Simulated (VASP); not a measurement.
Runs of VASP 6.6.1 on Si. The structure is that of space group P6/mmm (No. 191), or close to it. The cells are those of the table. This isn't the form of Si at room conditions, which is diamond.

```tsv
cell	gap on the mesh (eV)	pressure (GPa)
a = 2.490, b = 2.490, c = 2.528 Å, angles 90.0, 90.0, 120.0°, 1 atom	none	13.3
a = 2.490, b = 2.490, c = 2.405 Å, angles 90.0, 90.0, 120.0°, 1 atom	none	22.3
a = 2.490, b = 2.490, c = 2.590 Å, angles 90.0, 90.0, 120.0°, 1 atom	none	10.1
a = 2.621, b = 2.621, c = 2.590 Å, angles 90.0, 90.0, 120.0°, 1 atom	none	(a)
a = 2.490, b = 2.490, c = 2.343 Å, angles 90.0, 90.0, 120.0°, 1 atom	none	(b)
a = 2.752, b = 2.752, c = 2.590 Å, angles 90.0, 90.0, 120.0°, 1 atom	none	-10.7
a = 2.752, b = 2.752, c = 2.343 Å, angles 90.0, 90.0, 120.0°, 1 atom	none	0.0
a = 2.752, b = 2.752, c = 2.466 Å, angles 90.0, 90.0, 120.0°, 1 atom	none	(c)
```

Alike in all rows: task single point; level r2SCAN; potentials or basis VASP PAW PBE potentials, release 64 (Si); no spin polarisation; k mesh 21 × 21 × 20; cutoff (eV) 520; smearing gaussian 0.15 eV.

**Question.** Fill in the values left out.

**Answer.** (a) -3.3; (b) 28.2; (c) -6.9.

Caveats: the PAW data sets were made with another functional, which shifts forces and pressure a little; the cell stands under pressure (at least some runs); the cell stands under tension (at least some runs).

A gap of «none» marks levels without a gap at the run's occupations.
